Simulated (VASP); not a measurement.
# Al2Pt in VASP: a series of runs

Al2Pt is run at these levels: PBE; tasks: single point, relaxation of cell and atoms.

Everything below comes from runs of VASP 6.6.1. Logs are shortened: lines on timing, memory, paths and dates and some standing lists are left out, and cuts for length are marked.

**1. The cell of the first run**

The typed cell holds 3 atoms: a = 4.195 Å, b = 4.195 Å, c = 4.195 Å, α = 60.23°, β = 60.23°, γ = 60.23°.

**2. Single point, PBE**

Contents of INCAR:

```
SYSTEM = Al2Pt
PREC = Accurate ; ENCUT = 500
EDIFF = 1E-6 ; ISMEAR = 0
SIGMA = 0.2 ; LREAL = .False.
LASPH = .True. ; NELM = 120
ALGO = Normal ; ISIF = 2
LWAVE = .False. ; LCHARG = .True.
GGA = PE ; LELF = .True.
LVHAR = .True. ; NBANDS = 15
GGA_COMPAT = .False.
```

Contents of KPOINTS:

```
regular mesh
0
Gamma
  6 6 6
  0 0 0
```

Contents of POSCAR:

```
Al2Pt
1.0
    2.1046942739      1.2151458056      3.4191086248
   -2.1046942739      1.2151458056      3.4191086248
    0.0000000000     -2.4302916112      3.4191086248
Al Pt
2 1
Direct
    0.3116846497      0.3116846497      0.3116846497
    0.8126621801      0.8126621801      0.8126621801
    0.5620600102      0.5620600102      0.5620600102
```

Potentials or basis: VASP PAW PBE potentials, release 64 (Al, Pt).

Started as:

```bash
> cat potpaw_PBE.64/Al/POTCAR potpaw_PBE.64/Pt/POTCAR > POTCAR
> mpirun -np 1 vasp_std > vasp.out
```

OUTCAR:

```text
SYSTEM = Al2Pt
   PREC = Accurate
   ENCUT = 500
   EDIFF = 1E-6
   ISMEAR = 0
   LREAL = .False.
   LASPH = .True.
   NELM = 120
   ISIF = 2
   GGA = PE

 ion  position               nearest neighbor table
   1  0.312  0.312  0.312-   3 2.57   3 2.57   3 2.57   3 2.57   2 2.97   2 2.97   2 2.97   2 2.98
                             2 2.98   2 2.98
   2  0.813  0.813  0.813-   3 2.57   3 2.57   3 2.57   3 2.57   1 2.97   1 2.97   1 2.97   1 2.98
                             1 2.98   1 2.98
   3  0.562  0.562  0.562-   1 2.57   2 2.57   2 2.57   2 2.57   2 2.57   1 2.57   1 2.57   1 2.57

  LATTYP: Found a trigonal (rhomboedric) cell.
 ALAT       =     4.1948326669
 COS(alpha) =     0.4965240246

  Lattice vectors:

 A1 = (   2.1046942739,   1.2151458056,   3.4191086248)
 A2 = (  -2.1046942739,   1.2151458056,   3.4191086248)
 A3 = (   0.0000000000,  -2.4302916112,   3.4191086248)

Analysis of symmetry for initial positions (statically):
=====================================================================
 Subroutine PRICEL returns:
 Original cell was already a primitive cell.

 Routine SETGRP: Setting up the symmetry group for a
 trigonal (rhombohedral) supercell.

 Subroutine GETGRP returns: Found  6 space group operations
 (whereof  6 operations were pure point group operations)
 out of a pool of 12 trial point group operations.

The static configuration has the point symmetry C_3v.

Analysis of symmetry for dynamics (positions and initial velocities):
=====================================================================
 Subroutine PRICEL returns:
 Original cell was already a primitive cell.

 Routine SETGRP: Setting up the symmetry group for a
 trigonal (rhombohedral) supercell.

 Subroutine GETGRP returns: Found  6 space group operations
 (whereof  6 operations were pure point group operations)
 out of a pool of 12 trial point group operations.

The dynamic configuration has the point symmetry C_3v.

 Subroutine INISYM returns: Found  6 space group operations
 (whereof  6 operations are pure point group operations),
 and found     1 'primitive' translations

----------------------------------------------------------------------------------------

                                     Primitive cell

  volume of cell :      52.4664

  direct lattice vectors                    reciprocal lattice vectors
     2.104694274  1.215145806  3.419108625     0.237564195  0.137157752  0.097491297
    -2.104694274  1.215145806  3.419108625    -0.237564195  0.137157752  0.097491297
     0.000000000 -2.430291611  3.419108625     0.000000000 -0.274315503  0.097491297

  length of vectors
     4.194832667  4.194832667  4.194832667     0.291124627  0.291124627  0.291124627

  position of ions in fractional coordinates (direct lattice)
     0.311684650  0.311684650  0.311684650
     0.812662180  0.812662180  0.812662180
     0.562060010  0.562060010  0.562060010

  ion indices of the primitive-cell ions
   primitive index   ion index
                 1           1
                 2           2
                 3           3

----------------------------------------------------------------------------------------

 KPOINTS: regular mesh

Automatic generation of k-mesh.
 Grid dimensions read from file:
 generate k-points for:    6    6    6

 Generating k-lattice:

  Cartesian coordinates                     Fractional coordinates (reciprocal lattice)
     0.039594032  0.022859625  0.016248549     0.166666667 -0.000000000  0.000000000
    -0.039594032  0.022859625  0.016248549    -0.000000000  0.166666667  0.000000000
     0.000000000 -0.045719251  0.016248549     0.000000000  0.000000000  0.166666667

  Length of vectors
     0.048520771  0.048520771  0.048520771

  Shift w.r.t. Gamma in fractional coordinates (k-lattice)
     0.000000000  0.000000000  0.000000000

 Subroutine IBZKPT returns following result:
 ===========================================

 Found     32 irreducible k-points:

 Following reciprocal coordinates:
            Coordinates               Weight
  0.000000  0.000000  0.000000      1.000000
  0.166667  0.000000  0.000000      6.000000
  0.333333 -0.000000  0.000000      6.000000
  0.500000  0.000000  0.000000      3.000000
  0.166667  0.166667  0.000000      6.000000
  0.333333  0.166667  0.000000     12.000000
[... 16 lines left out ...]
  0.500000  0.500000  0.166667      6.000000
 -0.333333  0.500000  0.166667     12.000000
 [... further k-points ...]
   k-points           NKPTS =     32   k-points in BZ     NKDIM =     32   number of bands    NBANDS=     15
   number of dos      NEDOS =    301   number of ions     NIONS =      3
   total plane-waves  NPLWV =  32768
   dimension x,y,z NGX =    32 NGY =   32 NGZ =   32
   dimension x,y,z NGXF=    64 NGYF=   64 NGZF=   64
   ions per type =               2   1
   NGX,Y,Z   is equivalent  to a cutoff of  12.68, 12.68, 12.68 a.u.
   NGXF,Y,Z  is equivalent  to a cutoff of  25.36, 25.36, 25.36 a.u.
 SYSTEM =  Al2Pt
   PREC   = accura    normal or accurate (medium, high low for compatibility)
   ISTART =      0    job   : 0-new  1-cont  2-samecut
   ICHARG =      2    charge: 1-file 2-atom 10-const
   ISPIN  =      1    spin polarized calculation?
   LNONCOLLINEAR =      F non collinear calculations
   LSORBIT =      F    spin-orbit coupling
   LASPH  =      T    aspherical Exc in radial PAW
   ENCUT  =  500.0 eV  36.75 Ry    6.06 a.u.   7.65  7.65  7.65*2*pi/ulx,y,z
   NELM   =    120;   NELMIN=  2; NELMDL= -5     # of ELM steps
   EDIFF  = 0.1E-05   stopping-criterion for ELM
   LREAL  =      F    real-space projection
   EDIFFG = 0.1E-04   stopping-criterion for IOM
   NSW    =      0    number of steps for IOM
   IBRION =     -1    ionic relax: 0-MD 1-quasi-New 2-CG
   NFREE  =      0    steps in history (QN), initial steepest desc. (CG)
   ISIF   =      2    stress and relaxation
   ISYM   =      2    0-nonsym 1-usesym 2-fastsym
   POTIM  = 0.5000    time-step for ionic-motion
   TEBEG  =    0.0;   TEEND  =   0.0 temperature during run
   PSTRESS=    0.0 pullay stress
   NELECT =      16.0000    total number of electrons
   NUPDOWN=      -1.0000    fix difference up-down
   EMIN   =  10.00;   EMAX   =-10.00  energy-range for DOS
   EFERMI =   0.00;   METHOD = LEGACY
   ISMEAR =     0;   SIGMA  =   0.20  broadening in eV -4-tet -1-fermi 0-gaus
   EFERMI_NEDOS =   21; number of points for ismear=-14 and -15
   IALGO  =     38    algorithm
   IMIX   =      4    mixing-type and parameters
     AMIX     =   0.40;   BMIX     =  1.00
     AMIX_MAG =   1.60;   BMIX_MAG =  1.00
  volume/ion in A,a.u.               =      17.49       118.02
  Fermi-wavevector in a.u.,A,eV,Ry     =   1.101931  2.082347 16.520893  1.214251
  Thomas-Fermi vector in A             =   2.238366
   LORBIT       =      0    0 simple, 1 ext, 2 COOP (PROOUT), +10 PAW based schemes
   GGA     = PE    functional components
   LHFCALC =     F    Hartree Fock is set to
   AEXX    =    0.0000 exact exchange contribution
   IVDW    =     0    specifies the selected vdW correction
   LEPSILON=     F    determine dielectric tensor
   LRPA    =     F    only Hartree local field effects (RPA)
 non-spin polarized calculation
 Gauss-broadening in eV      SIGMA  =   0.20
  energy-cutoff  :      500.00
  volume of cell :       52.47
 maximum number of plane-waves:      1363
 NGX is ok and might be reduce to    32
   NGX = 15   NGY = 15   NGZ = 15

 number of electron      16.0000000 magnetization

 Free energy of the ion-electron system (eV)
  ---------------------------------------------------
  ext. energy  EPLUGINS =         0.00000000
  ---------------------------------------------------
  free energy    TOTEN  =       -16.27511447 eV

  energy without entropy =      -16.25619137  energy(sigma->0) =      -16.26565292

 E-fermi :   7.7495     XC(G=0): -10.6290

 val. band max:        7.6988652907   @ k =  -0.3333   0.3333   0.0000
 cond. band min:       7.9254627656   @ k =   0.5000   0.3333   0.1667
 fundamental gap:      0.2265974749
 Fermi energy:         7.7494564691

 k-point     1 :       0.0000    0.0000    0.0000
  band No.  band energies     occupation
      1      -2.4056      2.00000
      2       2.7312      2.00000
      3       2.7312      2.00000
      4       2.7412      2.00000
      5       4.0704      2.00000
      6       4.0704      2.00000
      7      10.5361      0.00000
      8      11.4876      0.00000
      9      11.4876      0.00000
     10      11.5765      0.00000
     11      13.0029      0.00000
     12      13.0029      0.00000
     13      13.0537      0.00000
     14      13.9636      0.00000
     15      13.9970      0.00000

 k-point     2 :       0.1667    0.0000    0.0000
  band No.  band energies     occupation
      1      -2.0327      2.00000
      2       2.5195      2.00000
      3       2.8468      2.00000
      4       2.8546      2.00000
      5       4.0395      2.00000
      6       4.0420      2.00000
      7       8.4457      0.00000
      8      10.6053      0.00000
      9      10.6646      0.00000
     10      11.0606      0.00000
     11      13.3982      0.00000
     12      13.4207      0.00000
     13      13.4436      0.00000
     14      14.0473      0.00000
     15      14.1062      0.00000

 k-point     3 :       0.3333   -0.0000    0.0000
  band No.  band energies     occupation
      1      -1.0094      2.00000
      2       2.0694      2.00000
      3       3.0171      2.00000
      4       3.0221      2.00000
      5       4.1235      2.00000
      6       4.1313      2.00000
      7       5.4171      2.00000
      8       9.3181      0.00000
      9       9.3752      0.00000
     10      11.5067      0.00000
     11      12.8888      0.00000
     12      12.9508      0.00000
     13      12.9523      0.00000
     14      15.9064      0.00000
     15      15.9591      0.00000

 k-point     4 :       0.5000    0.0000    0.0000
  band No.  band energies     occupation
      1      -0.1031      2.00000
      2       1.6544      2.00000
      3       3.0522      2.00000
      4       3.0561      2.00000
      5       4.0462      2.00000
      6       4.2785      2.00000
      7       4.2888      2.00000
      8       8.7022      0.00000
      9       8.7572      0.00000
     10      11.4602      0.00000
     11      12.7756      0.00000
     12      12.8162      0.00000
     13      12.9494      0.00000
     14      17.2490      0.00000
     15      17.3526      0.00000
[... 307 lines left out ...]
 k-point    22 :      -0.1667    0.3333    0.1667
  band No.  band energies     occupation
      1      -0.0671      2.00000
      2       1.8991      2.00000
      3       2.9415      2.00000
      4       3.5055      2.00000
      5       3.8190      2.00000
      6       4.1670      2.00000
      7       5.1693      2.00000
      8       6.3834      2.00000
      9       7.9536      0.14885
     10      11.9640      0.00000
     11      12.3159      0.00000
     12      13.5150      0.00000
     13      15.4824      0.00000
     14      16.4605      0.00000
     15      16.9985      0.00000

 k-point    23 :       0.5000    0.5000    0.1667
  band No.  band energies     occupation
      1       0.7262      2.00000
      2       1.7604      2.00000
      3       2.6588      2.00000
      4       3.7035      2.00000
      5       4.1103      2.00000
      6       4.1831      2.00000
      7       4.3857      2.00000
      8       6.3385      2.00000
      9       6.8196      2.00000
     10      10.8616      0.00000
     11      12.1097      0.00000
     12      14.8375      0.00000
     13      16.1371      0.00000
     14      17.4022      0.00000
     15      18.1309      0.00000

 k-point    24 :      -0.3333    0.5000    0.1667
  band No.  band energies     occupation
      1       1.7237      2.00000
      2       1.8238      2.00000
      3       1.9769      2.00000
      4       3.2674      2.00000
      5       3.9794      2.00000
      6       4.4613      2.00000
      7       4.4940      2.00000
      8       5.4919      2.00000
      9       6.7123      2.00000
     10      11.7704      0.00000
     11      12.3959      0.00000
     12      14.0489      0.00000
     13      15.7393      0.00000
     14      17.6760      0.00000
     15      18.9457      0.00000

 [... further k-points ...]
[... 5 lines left out ...]
  --------------------------------------------------------------------------------------
  -------------------------------------------------------------------------------------
  Total       -0.0552505     -0.0552505      0.1270812      0.0000000      0.0000000     -0.0000000
  in kB       -1.6871938     -1.6871938      3.8807018      0.0000000      0.0000000     -0.0000000
  external PRESSURE =       0.1687714 kB  Pullay stress =       0.0000000 kB

 VOLUME and BASIS-vectors are now :
 -----------------------------------------------------------------------------
  energy-cutoff  :      500.00
  volume of cell :       52.47
      direct lattice vectors                 reciprocal lattice vectors
     2.104694274  1.215145806  3.419108625     0.237564195  0.137157752  0.097491297
    -2.104694274  1.215145806  3.419108625    -0.237564195  0.137157752  0.097491297
     0.000000000 -2.430291611  3.419108625     0.000000000 -0.274315503  0.097491297

 POSITION                                       TOTAL-FORCE (eV/Angst)
 -----------------------------------------------------------------------------------
      0.00000      0.00000      3.19705         0.000000      0.000000     -0.010030
      0.00000      0.00000      8.33574         0.000000      0.000000      0.000341
      0.00000      0.00000      5.76523         0.000000      0.000000      0.009688
 -----------------------------------------------------------------------------------
    total drift:                               -0.000000     -0.000000     -0.000008

  FREE ENERGIE OF THE ION-ELECTRON SYSTEM (eV)
  ---------------------------------------------------
  free  energy   TOTEN  =       -16.2751144744 eV

  energy  without entropy=      -16.2561913750  energy(sigma->0) =      -16.26565292
```

Run time: 24 s. Hardware: 1 thread of Intel Xeon 6455B, shared host; peak memory 0.18 GiB.

What came out:

```yaml
Free_energy: -16.2751 eV
Pressure: 0.0 GPa
Largest_force: 0.010 eV/Å
Band_gap_on_the_k_mesh: zero (band 8 reaches 11.49 eV, above the bottom of band 9 at 6.16 eV)
```

Forces on the atoms (eV/Å):
```
Al   0.000  0.000 -0.010
Al   0.000  0.000  0.000
Pt   0.000  0.000  0.010
```

Caveat: spin-orbit coupling is left out, which moves the levels of the heavy elements.

**3. Relaxation of cell and atoms, PBE**

This run uses another cell than the first one, of 12.81 Å³/atom, 0.732 times its volume.

Contents of INCAR:

```
PREC     = Accurate       # precision mode
ENCUT    = 500            # plane-wave cutoff, eV
EDIFF    = 1E-7           # SCF threshold, eV
ISMEAR   = 0              # smearing method
SIGMA    = 0.2            # smearing width, eV
LREAL    = False          # projectors in reciprocal space
LASPH    = True           # aspherical terms in the spheres
NELM     = 120            # most SCF steps
ALGO     = Normal         # electronic algorithm
ISIF     = 3              # what is computed and relaxed
LWAVE    = False          # write WAVECAR
LCHARG   = False          # write CHGCAR
GGA      = PE             # functional
IBRION   = 2              # ionic algorithm
NSW      = 36             # ionic steps
EDIFFG   = -0.08          # ionic threshold
GGA_COMPAT= False        
NELMIN   = 4
```

Contents of KPOINTS:

```
regular mesh
0
Gamma
  6 6 6
```

Contents of POSCAR:

```
Al2Pt
1.0
    0.0000000000      2.6783290800      2.6783290800
    2.6783290800      0.0000000000      2.6783290800
    2.6783290800      2.6783290800      0.0000000000
Al Pt
2 1
Direct
    0.2500000000      0.2500000000      0.2500000000
    0.7500000000      0.7500000000      0.7500000000
    0.0000000000      0.0000000000      0.0000000000
```

Potentials or basis: VASP PAW PBE potentials, release 64 (Al, Pt).

Started as:

```bash
> cat potpaw_PBE.64/Al/POTCAR potpaw_PBE.64/Pt/POTCAR > POTCAR
> mpirun -np 1 vasp_std > vasp.out
```

Wall time 51 s (1 thread of Intel Xeon 6455B, shared host); peak memory 0.16 GiB.

It converged, with:

| Quantity | Value |
| --- | --- |
| Free energy | -16.2729 eV |
| Relaxed volume | 17.49 Å³/atom |
| Relaxed cell | a = 4.202 Å, b = 4.202 Å, c = 4.202 Å, α = 60.00°, β = 60.00°, γ = 60.00° |
| Space group after relaxing (to 0.05 Å) | Fm-3m (No. 225) |
| Energy gained by relaxing | 888.4 meV/atom |
| Ionic steps | 5 |
| Pressure after relaxing | 0.0 GPa |
| Band gap on the k mesh | zero (band 8 reaches 11.52 eV, above the bottom of band 9 at 6.13 eV) |

The path:
```
step  energy change (eV)  largest force (eV/Å)  pressure (GPa)  volume (Å³)
   1              0.0000                0.0000           79.96        38.43
   2              0.6792                0.0000          -18.47        86.07
   3             -2.6422                0.0000           -4.02        54.24
   4             -2.6623                0.0000           -1.44        53.08
   5             -2.6651                0.0000            0.02        52.47
```

Final structure:
```cif
data_structure
_symmetry_space_group_name_H-M 'P 1'
_symmetry_Int_Tables_number 1
_cell_length_a 4.2022
_cell_length_b 4.2022
_cell_length_c 4.2022
_cell_angle_alpha 60.000
_cell_angle_beta 60.000
_cell_angle_gamma 60.000
_cell_volume 52.47
loop_
_atom_site_label
_atom_site_type_symbol
_atom_site_fract_x
_atom_site_fract_y
_atom_site_fract_z
_atom_site_occupancy
Al1 Al 0.25000 0.25000 0.25000 1
Al2 Al 0.75000 0.75000 0.75000 1
Pt1 Pt 0.00000 0.00000 0.00000 1
```

Levels at points of the mesh, in eV from the Fermi level:
```tsv
k point	band 6	band 7	band 8	band 9	band 10	band 11
(0.00, 0.00, 0.00)	-3.68	2.79	3.77	3.77	3.77	5.27
(0.50, 0.00, 0.00)	-3.46	-3.46	0.97	0.97	3.70	5.04
(0.50, 0.50, 0.00)	-3.41	-3.20	-1.62	-1.62	2.98	3.31
```

Caveat: the volume moved by over 15 % at a fixed basis, so the end points are rough; spin-orbit coupling is left out, which moves the levels of the heavy elements.
